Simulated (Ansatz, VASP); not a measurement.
# Ti in VASP and in Ansatz

```xyz
1
Lattice="-1.6164 1.6164 1.6410 1.6164 -1.6164 1.6410 1.6164 1.6164 -1.6410" Properties=species:S:1:pos:R:3 pbc="T T T"
Ti    0.0000    0.0000    0.0000
```

Change from the starting cell: strain -0.015 along x and y, +0.000 along z, atoms carried along.

Alike in both runs: task single point; functional LDA; k mesh 20 × 20 × 20; occupations gaussian, width 0.15 eV; no spin polarisation.

```csv
,VASP,Ansatz
version,VASP 6.6.1,Ansatz 0.2.0
potentials or method,"VASP PAW LDA potentials, release 64 (Ti_sv), cutoff 520 eV","scalar-relativistic, plane waves, PAW"
valence electrons in the cell,12,12
```

VASP gave:

* gap on the k mesh at the Fermi level (eV): none
* pressure (GPa): -8.2
* traceless stress, the component that is largest in VASP (GPa): 0.20

Which values does Ansatz return?

gap on the k mesh at the Fermi level (eV): none; pressure (GPa): -8.2; traceless stress, the component that is largest in VASP (GPa): 0.21.

LDA's correlation is that of Perdew and Zunger in VASP and of Perdew and Wang (1992) in Ansatz. A gap of «none» marks a metal or a gap that the smearing closes.
